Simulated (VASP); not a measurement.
TiN:

```xyz
2
Lattice="0.0000 2.1019 2.1019 2.1019 0.0000 2.1019 2.1019 2.1019 0.0000" Properties=species:S:1:pos:R:3 pbc="T T T"
Ti    0.0000    0.0000    0.0000
N     2.1019    2.1019    2.1019
```

Base run:

* Program: VASP 6.6.1
* Functional: PBEsol
* Potentials or basis: VASP PAW PBE potentials, release 64 (Ti_sv, N)
* Cutoff: 520 eV
* k mesh: 20 × 20 × 20
* Occupations: gaussian, width 0.15 eV
* Spin: collinear spin, ferromagnetic start
* Starting moments: [0.5, 0.0] μB
* Fixed moment: 0.5 μB

Its results: pressure 2.5 GPa; site moments Ti +0.38; N +0.03 μB.

The run is repeated on the same cell with these changes: fixed moment from 0.5 μB to 0.625 μB; moments at the start from [0.5, 0.0] to [0.62, 0.0]. What comes out?

Pressure 3.7 GPa; site moments Ti +0.47; N +0.03 μB.

Caveats: the PAW data sets were made with another functional, which shifts forces and pressure a little; the total moment is fixed, so each spin has its own Fermi level.
